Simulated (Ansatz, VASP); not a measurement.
# NaCl: VASP beside Ansatz

INCAR

```
ALGO = Normal
EDIFF = 1E-6
ENCUT = 500
GGA = PS
GGA_COMPAT = F
ISIF = 2
ISMEAR = 0
LASPH = T
LCHARG = F
LREAL = F
LWAVE = F
NBANDS = 14
NELM = 120
PREC = Accurate
SIGMA = 0.02
```

Contents of KPOINTS:

```
k-points
0
Gamma
  8 8 8
```

File POSCAR:

```
NaCl
1.0
    0.0000000000      2.6117536964      2.6117536964
    2.6117536964      0.0000000000      2.6117536964
    2.6117536964      2.6117536964      0.0000000000
Na Cl
1 1
Direct
    0.0000000000      0.0000000000      0.0000000000
    0.5000000000      0.5000000000      0.5000000000
```

Input for Ansatz:

```yaml
crystal:
  lattice:
    - [0.0, 2.6117536964, 2.6117536964]
    - [2.6117536964, 0.0, 2.6117536964]
    - [2.6117536964, 2.6117536964, 0.0]
  atoms:
    - { symbol: Na, position: [0.0, 0.0, 0.0] }
    - { symbol: Cl, position: [0.5, 0.5, 0.5] }
basis:
  ecutwfc: 420
kpoints:
  mp_grid: { grid: [8, 8, 8] }
  band_path:
    path:
      - [[0.0, 0.0, 0.0], [0.5, 0.0, 0.5], [0.625, 0.25, 0.625]]
      - [[0.375, 0.375, 0.75], [0.0, 0.0, 0.0], [0.5, 0.5, 0.5], [0.5, 0.25, 0.75], [0.5, 0.0, 0.5]]
    npoints: 12
hamiltonian:
  xc: pbesol
scf:
  occupations: { method: gaussian, width: 0.02 }
  n_extra_bands: 6
output:
  forces: true
  stress: true
  eigenvalues: true
```

Alike in both runs: task single point; functional PBEsol; k mesh 8 × 8 × 8; occupations gaussian, width 0.02 eV; no spin polarisation.

|  | VASP | Ansatz |
| --- | --- | --- |
| version | VASP 6.6.1 | Ansatz 0.2.0 |
| potentials or method | VASP PAW PBE potentials, release 64 (Na_pv, Cl), cutoff 500 eV | scalar-relativistic, plane waves, PAW |
| valence electrons in the cell | 14 | 16 |

```csv
,VASP,Ansatz,Ansatz less VASP
gap on the k mesh at the Fermi level (eV),5.94,5.94,+0.005
least direct gap on the mesh (eV),5.94,5.94,+0.005
pressure (GPa),9.0,8.9,-0.09
```

VASP's potentials were made for PBE, not for PBEsol. VASP's potentials hold 14 valence electrons a cell and Ansatz's 16, so a difference there can come from the potentials and not from the codes.
